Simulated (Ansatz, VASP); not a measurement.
# FeO in VASP and in Ansatz

```
CELL_PARAMETERS angstrom
0.00000 2.11402 2.11402
2.11402 0.00000 2.11402
2.11402 2.11402 0.00000
ATOMIC_POSITIONS crystal
Fe 0.00000 0.00000 0.00000
O 0.50000 0.50000 0.50000
```

Alike in both runs: task single point; functional PBE; k mesh 14 × 14 × 14; occupations gaussian, width 0.05 eV; collinear spin.

|  | VASP | Ansatz |
| --- | --- | --- |
| version | VASP 6.6.1 | Ansatz 0.2.0 |
| potentials or method | VASP PAW PBE potentials, release 64 (Fe, O), cutoff 520 eV | scalar-relativistic, plane waves, PAW |
| valence electrons in the cell | 14 | 22 |

Ansatz gave:

| Quantity | Value |
| --- | --- |
| gap on the k mesh at the Fermi level (eV) | none |
| pressure (GPa) | 11.9 |
| net moment per atom (μB) | 2.00 |
| size of the moment on the site where the two differ most (μB) | 3.42 |

Task: What did VASP give for the same quantities?

Result: gap on the k mesh at the Fermi level (eV): none; pressure (GPa): 12.2; net moment per atom (μB): 2.00; size of the moment on the site where the two differ most (μB): 3.61.

Site moments also hang on the region over which each program counts them. A gap of «none» marks a metal or a gap that the smearing closes. With one functional, cell and mesh, what is left measures potentials, basis and numerics. VASP's potentials hold 14 valence electrons a cell and Ansatz's 22, so a difference there can come from the potentials and not from the codes.
